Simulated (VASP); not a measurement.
# In3GaP4 (P4/mmm) in VASP: notebook, part 2 of 2

VASP 6.6.1. Earlier steps stand in the parts before.

**4. Relaxation of cell and atoms, PBE**

This run uses another cell than the first one, of 21.90 Å³/atom.

Input file INCAR:

```
  PREC = Accurate
  ENCUT = 600
  EDIFF = 1E-7
  ISMEAR = 0
  SIGMA = 0.1
  LREAL = False
  LASPH = True
  NELM = 60
  ALGO = Normal
  ISIF = 3
  LWAVE = False
  LCHARG = False
  GGA = PE
  IBRION = 2
  NSW = 90
  EDIFFG = -0.04
```

Input file KPOINTS:

```
Automatic mesh
0
Gamma
  4 4 2
```

Input file POSCAR:

```
In3GaP4
1.0
    3.9567103900      0.0000000000      0.0000000000
    0.0000000000      3.9567103900      0.0000000000
    0.0000000000      0.0000000000     11.1912669800
In Ga P
3 1 4
Direct
    0.0000000000      0.0000000000      0.7500000000
    0.5000000000      0.5000000000      0.0000000000
    0.0000000000      0.0000000000      0.2500000000
    0.5000000000      0.5000000000      0.5000000000
    0.0000000000      0.0000000000      0.0000000000
    0.5000000000      0.5000000000      0.2500000000
    0.0000000000      0.0000000000      0.5000000000
    0.5000000000      0.5000000000      0.7500000000
```

Potentials or basis: VASP PAW PBE potentials, release 64 (In_d, Ga_d, P).

Started as:

```
$ cat potpaw_PBE.64/In_d/POTCAR potpaw_PBE.64/Ga_d/POTCAR potpaw_PBE.64/P/POTCAR > POTCAR
$ mpirun -np 1 vasp_std > vasp.out
```

OUTCAR:

```text
PREC = Accurate
   ENCUT = 600
   EDIFF = 1E-7
   ISMEAR = 0
   LREAL = False
   LASPH = True
   NELM = 60
   ISIF = 3
   GGA = PE
   IBRION = 2
   NSW = 90
   EDIFFG = -0.04

 ion  position               nearest neighbor table
   1  0.000  0.000  0.750-   5 2.80   7 2.80   8 2.80   8 2.80   8 2.80   8 2.80   2 3.96   2 3.96
                             2 3.96   2 3.96
   2  0.500  0.500  0.000-   6 2.80   8 2.80   5 2.80   5 2.80   5 2.80   5 2.80   3 3.96   3 3.96
                             1 3.96   3 3.96   1 3.96   1 3.96   3 3.96   1 3.96
   3  0.000  0.000  0.250-   5 2.80   7 2.80   6 2.80   6 2.80   6 2.80   6 2.80   2 3.96   2 3.96
                             2 3.96   2 3.96
   4  0.500  0.500  0.500-   6 2.80   8 2.80   7 2.80   7 2.80   7 2.80   7 2.80
   5  0.000  0.000  0.000-   1 2.80   3 2.80   2 2.80   2 2.80   2 2.80   2 2.80
   6  0.500  0.500  0.250-   2 2.80   4 2.80   3 2.80   3 2.80   3 2.80   3 2.80
   7  0.000  0.000  0.500-   1 2.80   3 2.80   4 2.80   4 2.80   4 2.80   4 2.80
   8  0.500  0.500  0.750-   2 2.80   4 2.80   1 2.80   1 2.80   1 2.80   1 2.80

  LATTYP: Found a simple tetragonal cell.
 ALAT       =     3.9567103900
 C/A-ratio  =     2.8284271218

  Lattice vectors:

 A1 = (   3.9567103900,   0.0000000000,   0.0000000000)
 A2 = (   0.0000000000,   3.9567103900,   0.0000000000)
 A3 = (   0.0000000000,   0.0000000000,  11.1912669800)

Analysis of symmetry for initial positions (statically):
=====================================================================
 Subroutine PRICEL returns:
 Original cell was already a primitive cell.

 Routine SETGRP: Setting up the symmetry group for a
 simple tetragonal supercell.

 Subroutine GETGRP returns: Found 16 space group operations
 (whereof 16 operations were pure point group operations)
 out of a pool of 16 trial point group operations.

The static configuration has the point symmetry D_4h.

Analysis of symmetry for dynamics (positions and initial velocities):
=====================================================================
 Subroutine PRICEL returns:
 Original cell was already a primitive cell.

 Routine SETGRP: Setting up the symmetry group for a
 simple tetragonal supercell.

 Subroutine GETGRP returns: Found 16 space group operations
 (whereof 16 operations were pure point group operations)
 out of a pool of 16 trial point group operations.

The dynamic configuration has the point symmetry D_4h.

 Subroutine INISYM returns: Found 16 space group operations
 (whereof 16 operations are pure point group operations),
 and found     1 'primitive' translations

----------------------------------------------------------------------------------------

                                     Primitive cell

  volume of cell :     175.2055

  direct lattice vectors                    reciprocal lattice vectors
     3.956710390  0.000000000  0.000000000     0.252735202  0.000000000  0.000000000
     0.000000000  3.956710390  0.000000000     0.000000000  0.252735202  0.000000000
     0.000000000  0.000000000 11.191266980     0.000000000  0.000000000  0.089355388

  length of vectors
     3.956710390  3.956710390 11.191266980     0.252735202  0.252735202  0.089355388

  position of ions in fractional coordinates (direct lattice)
     0.000000000  0.000000000  0.750000000
     0.500000000  0.500000000  0.000000000
     0.000000000  0.000000000  0.250000000
     0.500000000  0.500000000  0.500000000
     0.000000000  0.000000000  0.000000000
[... 52 lines left out ...]
  0.250000  0.250000  0.500000      4.000000
  0.500000  0.250000  0.500000      4.000000
  0.500000  0.500000  0.500000      1.000000
   k-points           NKPTS =     12   k-points in BZ     NKDIM =     12   number of bands    NBANDS=     43
   number of dos      NEDOS =    301   number of ions     NIONS =      8
   total plane-waves  NPLWV =  92160
   dimension x,y,z NGX =    32 NGY =   32 NGZ =   90
   dimension x,y,z NGXF=    64 NGYF=   64 NGZF=  180
   ions per type =               3   1   4
   NGX,Y,Z   is equivalent  to a cutoff of  13.45, 13.45, 13.37 a.u.
   NGXF,Y,Z  is equivalent  to a cutoff of  26.89, 26.89, 26.74 a.u.
 SYSTEM =  unknown system
   PREC   = accura    normal or accurate (medium, high low for compatibility)
   ISTART =      0    job   : 0-new  1-cont  2-samecut
   ICHARG =      2    charge: 1-file 2-atom 10-const
   ISPIN  =      1    spin polarized calculation?
   LNONCOLLINEAR =      F non collinear calculations
   LSORBIT =      F    spin-orbit coupling
   LASPH  =      T    aspherical Exc in radial PAW
   ENCUT  =  600.0 eV  44.10 Ry    6.64 a.u.   7.90  7.90 22.35*2*pi/ulx,y,z
   NELM   =     60;   NELMIN=  2; NELMDL= -5     # of ELM steps
   EDIFF  = 0.1E-06   stopping-criterion for ELM
   LREAL  =      F    real-space projection
   EDIFFG = -.4E-01   stopping-criterion for IOM
   NSW    =     90    number of steps for IOM
   IBRION =      2    ionic relax: 0-MD 1-quasi-New 2-CG
   NFREE  =      1    steps in history (QN), initial steepest desc. (CG)
   ISIF   =      3    stress and relaxation
   ISYM   =      2    0-nonsym 1-usesym 2-fastsym
   POTIM  = 0.5000    time-step for ionic-motion
   TEBEG  =    0.0;   TEEND  =   0.0 temperature during run
   PSTRESS=    0.0 pullay stress
   NELECT =      72.0000    total number of electrons
   NUPDOWN=      -1.0000    fix difference up-down
   EMIN   =  10.00;   EMAX   =-10.00  energy-range for DOS
   EFERMI =   0.00;   METHOD = LEGACY
   ISMEAR =     0;   SIGMA  =   0.10  broadening in eV -4-tet -1-fermi 0-gaus
   EFERMI_NEDOS =   21; number of points for ismear=-14 and -15
   IALGO  =     38    algorithm
   IMIX   =      4    mixing-type and parameters
     AMIX     =   0.40;   BMIX     =  1.00
     AMIX_MAG =   1.60;   BMIX_MAG =  1.00
  volume/ion in A,a.u.               =      21.90       147.79
  Fermi-wavevector in a.u.,A,eV,Ry     =   1.217128  2.300039 20.155692  1.481402
  Thomas-Fermi vector in A             =   2.352459
   LORBIT       =      0    0 simple, 1 ext, 2 COOP (PROOUT), +10 PAW based schemes
   GGA     = PE    functional components
   LHFCALC =     F    Hartree Fock is set to
   AEXX    =    0.0000 exact exchange contribution
   IVDW    =     0    specifies the selected vdW correction
   LEPSILON=     F    determine dielectric tensor
   LRPA    =     F    only Hartree local field effects (RPA)
 conjugate gradient relaxation of ions
 non-spin polarized calculation
 Gauss-broadening in eV      SIGMA  =   0.10
  energy-cutoff  :      600.00
  volume of cell :      175.21
 maximum number of plane-waves:      5890
 NGX is ok and might be reduce to    32
   NGX = 15   NGY = 15   NGZ = 45

--------------------------------------- Ionic step        1  -------------------------------------------

 number of electron      72.0000000 magnetization

 Free energy of the ion-electron system (eV)
  ---------------------------------------------------
  ext. energy  EPLUGINS =         0.00000000
  ---------------------------------------------------
  free energy    TOTEN  =       -31.11403047 eV

  energy without entropy =      -31.06801823  energy(sigma->0) =      -31.09102435

------------------------ aborting loop because EDIFF is reached ----------------------------------------

  FORCE on cell =-STRESS in cart. coord.  units (eV):
  Direction    XX          YY          ZZ          XY          YZ          ZX
  --------------------------------------------------------------------------------------
  -------------------------------------------------------------------------------------
  Total       -3.5638799     -3.5638799     -6.2606389      0.0000000     -0.0000000      0.0000000
  in kB      -32.5901123    -32.5901123    -57.2507863      0.0000000     -0.0000000      0.0000000
  external PRESSURE =     -40.8103370 kB  Pullay stress =       0.0000000 kB
[... 107 lines left out ...]
  FREE ENERGIE OF THE ION-ELECTRON SYSTEM (eV)
  ---------------------------------------------------
  free  energy   TOTEN  =       -31.3173304848 eV

  energy  without entropy=      -31.2910278597  energy(sigma->0) =      -31.30417917

[... ionic steps 4 to 11 ...]

--------------------------------------- Ionic step       12  -------------------------------------------

 number of electron      71.9999993 magnetization

------------------------ aborting loop because EDIFF is reached ----------------------------------------
[... 79 lines left out ...]
--------------------------------------- Ionic step       14  -------------------------------------------

 number of electron      71.9999995 magnetization

 Free energy of the ion-electron system (eV)
  ---------------------------------------------------
  ext. energy  EPLUGINS =         0.00000000
  ---------------------------------------------------
  free energy    TOTEN  =       -31.46879939 eV

  energy without entropy =      -31.45235566  energy(sigma->0) =      -31.46057753

 E-fermi :   6.9266     XC(G=0): -10.4514

 val. band max:        6.8907875916   @ k =   0.5000   0.0000   0.0000
 cond. band min:       6.9653729016   @ k =   0.2500   0.0000   0.5000
 fundamental gap:      0.0745853100
 Fermi energy:         6.9265587978

 k-point     1 :       0.0000    0.0000    0.0000
  band No.  band energies     occupation
      1      -7.9381      2.00000
      2      -7.8131      2.00000
      3      -7.8063      2.00000
      4      -7.8032      2.00000
      5      -7.7505      2.00000
      6      -7.7505      2.00000
[... 576 lines left out ...]
  FREE ENERGIE OF THE ION-ELECTRON SYSTEM (eV)
  ---------------------------------------------------
  free  energy   TOTEN  =       -31.4687993916 eV

  energy  without entropy=      -31.4523556630  energy(sigma->0) =      -31.46057753

 reached required accuracy - stopping structural energy minimisation
```

Run time: 9.8 min. Hardware: 1 thread of Intel Xeon 6975P-C (Granite Rapids), shared host; peak memory 0.36 GiB.

Results:

```
Free energy                           : -31.4688 eV
Relaxed volume                        : 20.48 Å³/atom
Relaxed cell                          : a = 3.933 Å, b = 3.933 Å, c = 10.592 Å, α = 90.00°, β = 90.00°, γ = 90.00°
Space group after relaxing (to 0.1 Å) : P4/mmm (No. 123)
Energy gained by relaxing             : 44.3 meV/atom
Ionic steps                           : 14
Pressure after relaxing               : -0.1 GPa
Largest force after relaxing          : 0.036 eV/Å
Band gap on the k mesh                : zero (bands 36 and 37 overlap by 2.26 eV)
```

Forces in eV/Å, atoms in the order of the input:
```
In   0.000  0.000  0.036
In   0.000  0.000  0.000
In   0.000  0.000 -0.036
Ga   0.000  0.000  0.000
P    0.000  0.000  0.000
P    0.000  0.000  0.014
P    0.000  0.000  0.000
P    0.000  0.000 -0.014
```

Step by step:
```
step  energy change (eV)  largest force (eV/Å)  pressure (GPa)  volume (Å³)
   1              0.0000                0.1220           -4.08       175.21
   2             -0.2020                0.2939            0.86       161.42
   3             -0.2033                0.2754            0.44       162.32
   4             -0.2383                0.3751            0.53       162.10
   5             -0.2549                0.4604            1.01       161.69
   6             -0.2569                0.4342            0.87       161.80
   7             -0.2827                0.3905           -0.26       164.21
   8             -0.2891                0.3845           -1.20       166.55
   9             -0.3094                0.3293           -1.13       166.41
  10             -0.3386                0.1859           -0.77       166.00
  11             -0.3519                0.1222           -0.17       164.31
  12             -0.3539                0.0876            0.21       163.36
  13             -0.3547                0.0463           -0.01       163.74
  14             -0.3548                0.0364           -0.05       163.83
```

Final structure:
```
CELL_PARAMETERS angstrom
3.93284 0.00000 0.00000
0.00000 3.93284 0.00000
0.00000 0.00000 10.59202
ATOMIC_POSITIONS crystal
In 0.00000 0.00000 0.74511
In 0.50000 0.50000 0.00000
In 0.00000 0.00000 0.25489
Ga 0.50000 0.50000 0.50000
P 0.00000 0.00000 0.00000
P 0.50000 0.50000 0.26825
P 0.00000 0.00000 0.50000
P 0.50000 0.50000 0.73175
```

Caveat: the k points lie up to 0.40 Å⁻¹ apart in the final cell, too coarse for converged energies and pressures of a metal; spin-orbit coupling is left out, which moves the levels of the heavy elements.

**5. Single point, PBE**

This run uses another cell than the first one, of 20.34 Å³/atom.

Input file INCAR:

```
  PREC = Accurate
  ENCUT = 520
  EDIFF = 1E-7
  ISMEAR = 0
  SIGMA = 0.1
  LREAL = F
  LASPH = T
  NELM = 100
  ALGO = Normal
  ISIF = 2
  LWAVE = F
  LCHARG = F
  GGA = PE
  NBANDS = 46
```

Input file KPOINTS:

```
Automatic mesh
0
Gamma
  10 10 4
```

Input file POSCAR:

```
In3GaP4
1.0
    3.8665302634      0.0000000000      0.0000000000
    0.0000000000      3.8665302634      0.0000000000
    0.0000000000      0.0000000000     10.8854395530
In Ga P
3 1 4
Direct
    0.0000000000      0.0000000000      0.7468162438
    0.5000000000      0.5000000000      0.0000000000
    0.0000000000      0.0000000000      0.2531837562
    0.5000000000      0.5000000000      0.5000000000
    0.0000000000      0.0000000000      0.0000000000
    0.5000000000      0.5000000000      0.2654220263
    0.0000000000      0.0000000000      0.5000000000
    0.5000000000      0.5000000000      0.7345779737
```

Started as:

```
$ cat potpaw_PBE.64/In_d/POTCAR potpaw_PBE.64/Ga_d/POTCAR potpaw_PBE.64/P/POTCAR > POTCAR
$ mpirun -np 1 vasp_std > vasp.out
```

It took 4.7 min on 1 thread of Intel Xeon 6975P-C (Granite Rapids), shared host; peak memory 0.52 GiB.

The run converged. Its results:

* Free energy: -31.8775 eV
* Pressure: 0.0 GPa
* Largest force: 0.005 eV/Å
* Band gap on the k mesh: zero (bands 36 and 37 overlap by 2.63 eV)

Forces in eV/Å, atoms in the order of the input:
```
In   0.000  0.000 -0.002
In   0.000  0.000  0.000
In   0.000  0.000  0.002
Ga   0.000  0.000  0.000
P    0.000  0.000  0.000
P    0.000  0.000 -0.005
P    0.000  0.000  0.000
P    0.000  0.000  0.005
```

Levels at points of the mesh, in eV from the Fermi level:
```
           k point  band 34  band 35  band 36  band 37  band 38  band 39
(0.00, 0.00, 0.00)    -1.47    -0.50    -0.15    -0.15     0.50     0.95
(0.50, 0.00, 0.00)     0.10     0.14     0.23     2.09     2.11     2.53
(0.50, 0.50, 0.00)    -2.45    -2.44    -2.40    -2.29    -2.29     2.26
(0.00, 0.00, 0.50)    -1.21    -0.84    -0.84    -0.37    -0.37     2.50
(0.50, 0.00, 0.50)    -0.06    -0.05     0.04     2.14     2.42     2.65
(0.50, 0.50, 0.50)    -3.18    -2.68    -2.68    -0.43     0.11     0.22
```

Caveat: spin-orbit coupling is left out, which moves the levels of the heavy elements.

**6. Overview**

| task | cell | k mesh | cutoff (eV) | gap on the mesh (eV) | pressure (GPa) | largest force (eV/Å) |
| --- | --- | --- | --- | --- | --- | --- |
| single point | a = 3.931, b = 3.931, c = 10.592 Å, 8 atoms, atomic positions A | 4 × 4 × 2 | 520 | none | 0.0 | 0.04 |
| single point | a = 3.957, b = 3.957, c = 11.191 Å, 8 atoms, atomic positions B | 4 × 4 × 2 | 520 | none | -4.1 | 0.12 |
| relaxation of cell and atoms | relaxed from a = 3.957, b = 3.957, c = 11.191 Å, 8 atoms, atomic positions B | 4 × 4 × 2 | 600 | none | -0.1 | 0.04 |
| single point | a = 3.867, b = 3.867, c = 10.885 Å, 8 atoms, atomic positions C | 10 × 10 × 4 | 520 | none | 0.0 | - |

Alike in all rows: level PBE; potentials or basis VASP PAW PBE potentials, release 64 (In_d, Ga_d, P); no spin polarisation; smearing gaussian 0.1 eV.

Caveats: some runs use coarse meshes; spin-orbit coupling is left out, which moves the levels of the heavy elements.

Absolute energies hang on the potentials; compare differences alone.

The gap in the log of VASP goes by the Fermi energy; the results here count the filled bands.